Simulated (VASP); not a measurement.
# TiGe4Pd2 (P-62m) in VASP: further runs

Runs on TiGe4Pd2. Level: PBE. Tasks: single point, relaxation of cell and atoms.

Program: VASP 6.6.1. These are calculated values, not measurements. Logs are shortened: lines on timing, memory, paths and dates and some standing lists are left out, and cuts for length are marked.

**1. The cell of the first run**

Symmetry: P-62m, No. 189, hexagonal system. Conventional cell: a = 7.237 Å, b = 7.237 Å, c = 4.949 Å, α = 90.00°, β = 90.00°, γ = 120.00°. Within 3.3 Å of Ti (site symmetry -62m) lie 5 Ge at 2.47 to 2.49 Å. Within 3.1 Å of Ge (site symmetry m2m) lie 2 Pd at 2.37 Å and 1 Ti at 2.49 Å. Ge (site symmetry -62m) has 2 Ti at 2.47 Å within 3.3 Å. Within 3.1 Å of Pd (site symmetry -6) lie 3 Ge at 2.37 Å.

The cell was built from a structure type or drawn by symmetry, and may not be a known phase.

**2. Single point, PBE**

Input file INCAR:

```
PREC = Accurate
ENCUT = 520
EDIFF = 1E-7
ISMEAR = 0
SIGMA = 0.2
LREAL = F
LASPH = T
NELM = 80
ALGO = Normal
ISIF = 2
LWAVE = F
LCHARG = F
GGA = PE
NBANDS = 53
```

Input file KPOINTS:

```
Automatic mesh
0
Gamma
  3 3 4
```

Input file POSCAR:

```
TiGe4Pd2
1.0
    7.2368060513     -0.0000000036      0.0000000000
   -3.6184030225      6.2672578845      0.0000000000
    0.0000000000      0.0000000000      4.9486179342
Ti Ge Pd
1 4 2
Direct
    0.0000000000      0.0000000000      0.0000000000
    0.6552424030      0.0000000000      0.0000000000
    0.0000000000      0.6552424030      0.0000000000
    0.3447575970      0.3447575970      0.0000000000
    0.0000000000      0.0000000000      0.5000000000
    0.3333333333      0.6666666667      0.0000000000
    0.6666666667      0.3333333333      0.0000000000
```

Potentials or basis: VASP PAW PBE potentials, release 64 (Ti_sv, Ge_d, Pd).

Run with:

```sh
> cat potpaw_PBE.64/Ti_sv/POTCAR potpaw_PBE.64/Ge_d/POTCAR potpaw_PBE.64/Pd/POTCAR > POTCAR
> mpirun -np 1 vasp_std > vasp.out
```

OUTCAR:

```text
PREC = Accurate
   ENCUT = 520
   EDIFF = 1E-7
   ISMEAR = 0
   LREAL = F
   LASPH = T
   NELM = 80
   ISIF = 2
   GGA = PE

 ion  position               nearest neighbor table
   1  0.000  0.000  0.000-   5 2.47   5 2.47   3 2.49   2 2.49   4 2.49
   2  0.655  0.000  0.000-   7 2.37   6 2.37   1 2.49
   3  0.000  0.655  0.000-   6 2.37   7 2.37   1 2.49
   4  0.345  0.345  0.000-   6 2.37   7 2.37   1 2.49
   5  0.000  0.000  0.500-   1 2.47   1 2.47
   6  0.333  0.667  0.000-   3 2.37   2 2.37   4 2.37
   7  0.667  0.333  0.000-   2 2.37   3 2.37   4 2.37

  LATTYP: Found a hexagonal cell.
 ALAT       =     7.2368060513
 C/A-ratio  =     0.6838124304

  Lattice vectors:

 A1 = (   7.2368060513,  -0.0000000036,   0.0000000000)
 A2 = (  -3.6184030225,   6.2672578845,   0.0000000000)
 A3 = (   0.0000000000,   0.0000000000,   4.9486179342)

Analysis of symmetry for initial positions (statically):
=====================================================================
 Subroutine PRICEL returns:
 Original cell was already a primitive cell.

 Routine SETGRP: Setting up the symmetry group for a
 hexagonal supercell.

 Subroutine GETGRP returns: Found 12 space group operations
 (whereof 12 operations were pure point group operations)
 out of a pool of 24 trial point group operations.

The static configuration has the point symmetry D_3h.

Analysis of symmetry for dynamics (positions and initial velocities):
=====================================================================
 Subroutine PRICEL returns:
 Original cell was already a primitive cell.

 Routine SETGRP: Setting up the symmetry group for a
 hexagonal supercell.

 Subroutine GETGRP returns: Found 12 space group operations
 (whereof 12 operations were pure point group operations)
 out of a pool of 24 trial point group operations.

The dynamic configuration has the point symmetry D_3h.

 Subroutine INISYM returns: Found 12 space group operations
 (whereof 12 operations are pure point group operations),
 and found     1 'primitive' translations

----------------------------------------------------------------------------------------

                                     Primitive cell

  volume of cell :     224.4442

  direct lattice vectors                    reciprocal lattice vectors
     7.236806051 -0.000000004  0.000000000     0.138182507  0.079779707  0.000000000
    -3.618403022  6.267257885  0.000000000     0.000000000  0.159559415  0.000000000
     0.000000000  0.000000000  4.948617934     0.000000000  0.000000000  0.202076623

  length of vectors
     7.236806051  7.236806051  4.948617934     0.159559415  0.159559415  0.202076623

  position of ions in fractional coordinates (direct lattice)
     0.000000000  0.000000000  0.000000000
     0.655242403  0.000000000  0.000000000
     0.000000000  0.655242403  0.000000000
     0.344757597  0.344757597  0.000000000
     0.000000000  0.000000000  0.500000000
     0.333333333  0.666666667  0.000000000
     0.666666667  0.333333333  0.000000000

  ion indices of the primitive-cell ions
   primitive index   ion index
                 1           1
                 2           2
                 3           3
                 4           4
                 5           5
                 6           6
                 7           7

----------------------------------------------------------------------------------------

 KPOINTS: Automatic mesh

Automatic generation of k-mesh.
 Grid dimensions read from file:
 generate k-points for:    3    3    4

 Generating k-lattice:

  Cartesian coordinates                     Fractional coordinates (reciprocal lattice)
     0.046060836  0.026593236  0.000000000     0.333333333  0.000000000  0.000000000
     0.000000000  0.053186472  0.000000000     0.000000000  0.333333333  0.000000000
     0.000000000  0.000000000  0.050519156     0.000000000  0.000000000  0.250000000

  Length of vectors
     0.053186472  0.053186472  0.050519156

  Shift w.r.t. Gamma in fractional coordinates (k-lattice)
     0.000000000  0.000000000  0.000000000

 Subroutine IBZKPT returns following result:
 ===========================================

 Found      9 irreducible k-points:

 Following reciprocal coordinates:
            Coordinates               Weight
  0.000000  0.000000  0.000000      1.000000
  0.333333 -0.000000  0.000000      6.000000
  0.333333  0.333333  0.000000      2.000000
  0.000000  0.000000  0.250000      2.000000
  0.333333 -0.000000  0.250000     12.000000
  0.333333  0.333333  0.250000      4.000000
  0.000000  0.000000  0.500000      1.000000
  0.333333 -0.000000  0.500000      6.000000
  0.333333  0.333333  0.500000      2.000000
   k-points           NKPTS =      9   k-points in BZ     NKDIM =      9   number of bands    NBANDS=     53
   number of dos      NEDOS =    301   number of ions     NIONS =      7
   total plane-waves  NPLWV = 116640
   dimension x,y,z NGX =    54 NGY =   54 NGZ =   40
   dimension x,y,z NGXF=   108 NGYF=  108 NGZF=   80
   ions per type =               1   4   2
   NGX,Y,Z   is equivalent  to a cutoff of  12.41, 12.41, 13.44 a.u.
   NGXF,Y,Z  is equivalent  to a cutoff of  24.81, 24.81, 26.88 a.u.
 SYSTEM =  unknown system
   PREC   = accura    normal or accurate (medium, high low for compatibility)
   ISTART =      0    job   : 0-new  1-cont  2-samecut
   ICHARG =      2    charge: 1-file 2-atom 10-const
   ISPIN  =      1    spin polarized calculation?
   LNONCOLLINEAR =      F non collinear calculations
   LSORBIT =      F    spin-orbit coupling
   LASPH  =      T    aspherical Exc in radial PAW
   ENCUT  =  520.0 eV  38.22 Ry    6.18 a.u.  13.46 13.46  9.20*2*pi/ulx,y,z
   NELM   =     80;   NELMIN=  2; NELMDL= -5     # of ELM steps
   EDIFF  = 0.1E-06   stopping-criterion for ELM
   LREAL  =      F    real-space projection
   EDIFFG = 0.1E-05   stopping-criterion for IOM
   NSW    =      0    number of steps for IOM
   IBRION =     -1    ionic relax: 0-MD 1-quasi-New 2-CG
   NFREE  =      0    steps in history (QN), initial steepest desc. (CG)
   ISIF   =      2    stress and relaxation
   ISYM   =      2    0-nonsym 1-usesym 2-fastsym
   POTIM  = 0.5000    time-step for ionic-motion
   TEBEG  =    0.0;   TEEND  =   0.0 temperature during run
   PSTRESS=    0.0 pullay stress
   NELECT =      88.0000    total number of electrons
   NUPDOWN=      -1.0000    fix difference up-down
   EMIN   =  10.00;   EMAX   =-10.00  energy-range for DOS
   EFERMI =   0.00;   METHOD = LEGACY
   ISMEAR =     0;   SIGMA  =   0.20  broadening in eV -4-tet -1-fermi 0-gaus
   EFERMI_NEDOS =   21; number of points for ismear=-14 and -15
   IALGO  =     38    algorithm
   IMIX   =      4    mixing-type and parameters
     AMIX     =   0.40;   BMIX     =  1.00
     AMIX_MAG =   1.60;   BMIX_MAG =  1.00
  volume/ion in A,a.u.               =      32.06       216.37
  Fermi-wavevector in a.u.,A,eV,Ry     =   1.198210  2.264288 19.533980  1.435707
  Thomas-Fermi vector in A             =   2.334105
   LORBIT       =      0    0 simple, 1 ext, 2 COOP (PROOUT), +10 PAW based schemes
   GGA     = PE    functional components
   LHFCALC =     F    Hartree Fock is set to
   AEXX    =    0.0000 exact exchange contribution
   IVDW    =     0    specifies the selected vdW correction
   LEPSILON=     F    determine dielectric tensor
   LRPA    =     F    only Hartree local field effects (RPA)
 non-spin polarized calculation
 Gauss-broadening in eV      SIGMA  =   0.20
  energy-cutoff  :      520.00
  volume of cell :      224.44
 maximum number of plane-waves:      6085
 NGX is ok and might be reduce to    54
   NGX = 27   NGY = 27   NGZ = 19

 number of electron      88.0000033 magnetization

 Free energy of the ion-electron system (eV)
  ---------------------------------------------------
  ext. energy  EPLUGINS =         0.00000000
  ---------------------------------------------------
  free energy    TOTEN  =       -32.67079693 eV

  energy without entropy =      -32.52326886  energy(sigma->0) =      -32.59703290

 E-fermi :   1.9274     XC(G=0):  -8.1745

 val. band max:        1.9145212190   @ k =   0.3333  -0.0000   0.2500
 cond. band min:       1.9445187039   @ k =   0.3333   0.3333   0.2500
 fundamental gap:      0.0299974848
 Fermi energy:         1.9274411119

 k-point     1 :       0.0000    0.0000    0.0000
  band No.  band energies     occupation
      1     -54.6107      2.00000
      2     -30.9970      2.00000
      3     -30.9970      2.00000
      4     -30.7656      2.00000
      5     -22.4307      2.00000
      6     -22.4253      2.00000
[... 45 lines left out ...]
     52       5.0138      0.00000
     53       5.0138      0.00000

 k-point     2 :       0.3333   -0.0000    0.0000
  band No.  band energies     occupation
      1     -54.6107      2.00000
      2     -30.9970      2.00000
      3     -30.9970      2.00000
      4     -30.7656      2.00000
      5     -22.4292      2.00000
      6     -22.4264      2.00000
[... 45 lines left out ...]
     52       4.8306      0.00000
     53       5.1493      0.00000

 k-point     3 :       0.3333    0.3333    0.0000
  band No.  band energies     occupation
      1     -54.6107      2.00000
      2     -30.9970      2.00000
      3     -30.9970      2.00000
      4     -30.7656      2.00000
      5     -22.4274      2.00000
      6     -22.4274      2.00000
[... 45 lines left out ...]
     52       5.1534      0.00000
     53       5.1544      0.00000
[... 225 lines left out ...]
 k-point     8 :       0.3333   -0.0000    0.5000
  band No.  band energies     occupation
      1     -54.6105      2.00000
      2     -30.9974      2.00000
      3     -30.9973      2.00000
      4     -30.7788      2.00000
      5     -22.4290      2.00000
      6     -22.4261      2.00000
[... 45 lines left out ...]
     52       5.1905      0.00000
     53       5.1930      0.00000

 k-point     9 :       0.3333    0.3333    0.5000
  band No.  band energies     occupation
      1     -54.6105      2.00000
      2     -30.9973      2.00000
      3     -30.9973      2.00000
      4     -30.7788      2.00000
      5     -22.4271      2.00000
      6     -22.4271      2.00000
[... 45 lines left out ...]
     52       4.4679      0.00000
     53       5.3175      0.00000

------------------------ aborting loop because EDIFF is reached ----------------------------------------

  FORCE on cell =-STRESS in cart. coord.  units (eV):
  Direction    XX          YY          ZZ          XY          YZ          ZX
  --------------------------------------------------------------------------------------
  -------------------------------------------------------------------------------------
  Total        0.2088594      0.2088594      0.1872223      0.0000000      0.0000000      0.0000000
  in kB        1.4909261      1.4909261      1.3364715      0.0000000      0.0000000      0.0000000
  external PRESSURE =       1.4394412 kB  Pullay stress =       0.0000000 kB

 VOLUME and BASIS-vectors are now :
 -----------------------------------------------------------------------------
  energy-cutoff  :      520.00
  volume of cell :      224.44
      direct lattice vectors                 reciprocal lattice vectors
     7.236806051 -0.000000004  0.000000000     0.138182507  0.079779707  0.000000000
    -3.618403022  6.267257885  0.000000000     0.000000000  0.159559415  0.000000000
     0.000000000  0.000000000  4.948617934     0.000000000  0.000000000  0.202076623

 POSITION                                       TOTAL-FORCE (eV/Angst)
 -----------------------------------------------------------------------------------
      0.00000      0.00000      0.00000        -0.000000      0.000000      0.000000
      4.74186     -0.00000      0.00000         0.011320     -0.000000      0.000000
     -2.37093      4.10657      0.00000        -0.005660      0.009804      0.000000
      1.24747      2.16068      0.00000        -0.005660     -0.009804     -0.000000
      0.00000      0.00000      2.47431        -0.000000     -0.000000      0.000000
      0.00000      4.17817      0.00000        -0.000000      0.000000      0.000000
      3.61840      2.08909      0.00000        -0.000000     -0.000000      0.000000
 -----------------------------------------------------------------------------------
    total drift:                               -0.000006     -0.000011      0.000002

  FREE ENERGIE OF THE ION-ELECTRON SYSTEM (eV)
  ---------------------------------------------------
  free  energy   TOTEN  =       -32.6707969296 eV

  energy  without entropy=      -32.5232688648  energy(sigma->0) =      -32.59703290
```

Run time: 1.9 min. Hardware: 1 thread of AMD EPYC 7R13 (Zen 3), shared host; peak memory 0.35 GiB.

Results:

```yaml
Free_energy: -32.6708 eV
Pressure: 0.1 GPa
Largest_force: 0.011 eV/Å
Band_gap_on_the_k_mesh: zero (bands 44 and 45 overlap by 1.10 eV)
```

Forces on the atoms (eV/Å):
```
Ti   0.000  0.000  0.000
Ge   0.011  0.000  0.000
Ge  -0.006  0.010  0.000
Ge  -0.006 -0.010  0.000
Ge   0.000  0.000  0.000
Pd   0.000  0.000  0.000
Pd   0.000  0.000  0.000
```

[end of part 1 of 2]
